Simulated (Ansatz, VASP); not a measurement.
# Zr2N: VASP beside Ansatz

```
Zr N
1.0
     5.41300    0.00000    0.00000
     0.00000    5.41300    0.00000
     0.00000    0.00000    3.30779
Zr N
4 2
Direct
  0.29613 0.29613 0.00000
  0.70387 0.70387 0.00000
  0.79613 0.20387 0.50000
  0.20387 0.79613 0.50000
  0.00000 0.00000 0.00000
  0.50000 0.50000 0.50000
```

Alike in both runs: task single point; functional PBEsol; k mesh 1 × 1 × 1; occupations gaussian, width 0.1 eV; no spin polarisation.

|  | VASP | Ansatz |
| --- | --- | --- |
| version | VASP 6.6.1 | Ansatz 0.2.0 |
| potentials or method | VASP PAW PBE potentials, release 64 (Zr_sv, N), cutoff 520 eV | scalar-relativistic, plane waves, PAW |
| valence electrons in the cell | 58 | 58 |

|  | VASP | Ansatz | Ansatz less VASP |
| --- | --- | --- | --- |
| gap on the k mesh at the Fermi level (eV) | 0.12 | 0.12 | 0.000 |
| least direct gap on the mesh (eV) | 0.12 | 0.12 | 0.000 |
| pressure (GPa) | 5.5 | 5.3 | -0.21 |
| traceless stress, the component that is largest in VASP (GPa) | 17.19 | 17.17 | -0.017 |
| rms of the force components (eV/Å) | 0.054 | 0.050 | -0.0040 |

VASP's potentials were made for PBE, not for PBEsol. Atom by atom the forces differ by 0.004 eV/Å (rms over components). With one functional, cell and mesh, what is left measures potentials, basis and numerics.

The k mesh is coarse, so the values compare programs but aren't converged.
